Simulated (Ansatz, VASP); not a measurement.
## Ti: VASP beside Ansatz

```
CELL_PARAMETERS angstrom
2.95000 0.00000 0.00000
-1.47500 2.55477 0.00000
0.00000 0.00000 4.68000
ATOMIC_POSITIONS crystal
Ti 0.33333 0.66667 0.25000
Ti 0.66667 0.33333 0.75000
```

Alike in both runs: task relaxation of cell and atoms; functional PBEsol; k mesh 14 × 14 × 8; occupations fermi-dirac, width 0.1 eV; no spin polarisation.

```csv
,VASP,Ansatz
version,VASP 6.6.1,Ansatz 0.2.0
potentials or method,"VASP PAW PBE potentials, release 64 (Ti_sv)","PAW with Ansatz's default frozen-core files, scalar-relativistic"
plane-wave cutoff (eV),600,420
valence electrons in the cell,24,24
```

```tsv
	VASP	Ansatz	Ansatz less VASP
relaxed volume (Å³/atom)	16.70	16.74	+0.045
relaxed length of the cell vector where the two differ most in proportion (Å)	4.590	4.594	+0.0042
```

VASP's potentials were made for PBE, not for PBEsol.
